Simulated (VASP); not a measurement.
Wanted: the native input for a VASP 6.6.1 run.

* Task: single point
* Functional: PBE
* Potentials or basis: VASP PAW PBE potentials, release 64 (Ca_sv, Fe, C, N)
* Cutoff: 520 eV
* k mesh: 4 × 4 × 4
* Occupations: gaussian, width 0.1 eV
* Spin: collinear spin, ferromagnetic start
* Starting moments: [0.0, 4.0, 0.0, 0.0, 0.0, 0.0, 0.0, 0.0, 0.0, 0.0] μB
* Dipole correction: no
* Further INCAR settings: ALGO = Normal; EDIFF = 1e-06; NBANDS = 42

The structure of CaFeC4N4 lies in POSCAR:

```
CaFeC4N4
1.0
    6.1406974600      0.0000000000      0.0000000000
    0.0000000000      6.1406974600      0.0000000000
    0.0000000000      0.0000000000      6.1406974600
Ca Fe C N
1 1 4 4
Direct
    0.5000000000      0.5000000000      0.5000000000
    0.0000000000      0.0000000000      0.0000000000
    0.1822113600      0.1822113600      0.1822113600
    0.1822113600      0.8177886400      0.8177886400
    0.8177886400      0.1822113600      0.8177886400
    0.8177886400      0.8177886400      0.1822113600
    0.2922151200      0.2922151200      0.2922151200
    0.2922151200      0.7077848800      0.7077848800
    0.7077848800      0.2922151200      0.7077848800
    0.7077848800      0.7077848800      0.2922151200
```

One way to write it, as run:

INCAR

```
SYSTEM = CaFeC4N4
ALGO     = Normal         ! electronic algorithm
EDIFF    = 1E-6           ! SCF threshold, eV
ENCUT    = 520            ! plane-wave cutoff, eV
GGA      = PE             ! functional
ISIF     = 2              ! what is computed and relaxed
ISMEAR   = 0              ! smearing method
ISPIN    = 2              ! spin polarisation
LASPH    = .TRUE.         ! aspherical terms in the spheres
LCHARG   = .FALSE.        ! write CHGCAR
LMAXMIX  = 4              ! l up to which the mixer works
LORBIT   = 11             ! projections on sites
LREAL    = .FALSE.        ! projectors in reciprocal space
LWAVE    = .FALSE.        ! write WAVECAR
MAGMOM   = 0 4 0 0 0 0 0 0 0 0 ! initial moments
NBANDS   = 42             ! bands
NELM     = 150            ! most SCF steps
PREC     = Accurate       ! precision mode
SIGMA    = 0.1            ! smearing width, eV
```

KPOINTS

```
k-points
0
G
  4 4 4
  0 0 0
```

Potentials or basis: VASP PAW PBE potentials, release 64 (Ca_sv, Fe, C, N).

Run with:

```console
$ cat potpaw_PBE.64/Ca_sv/POTCAR potpaw_PBE.64/Fe/POTCAR potpaw_PBE.64/C/POTCAR potpaw_PBE.64/N/POTCAR > POTCAR
$ mpirun -np 1 vasp_std > vasp.out
```

It gave:

```json
{"Pressure": "4.2 GPa", "Largest force": "0.564 eV/Å", "Band gap on the k mesh": "zero (filled and empty bands overlap)", "Net moment": "4.00 μB per cell", "Site moments": "Ca +0.00; Fe +3.13; C +0.00; N +0.08 μB", "Valence electrons inside the program's atomic spheres": "Ca 8.24; Fe 7.27; C 2.60; N 3.91"}
```

Caveat: the cell stands under pressure; a cell with one magnetic atom can't hold antiferromagnetic order, which such compounds often take.

Wall time 2.7 min on 1 thread of Intel(R) Xeon(R) 6975P-C (Granite Rapids), on a shared host, peak memory 0.5 GiB.
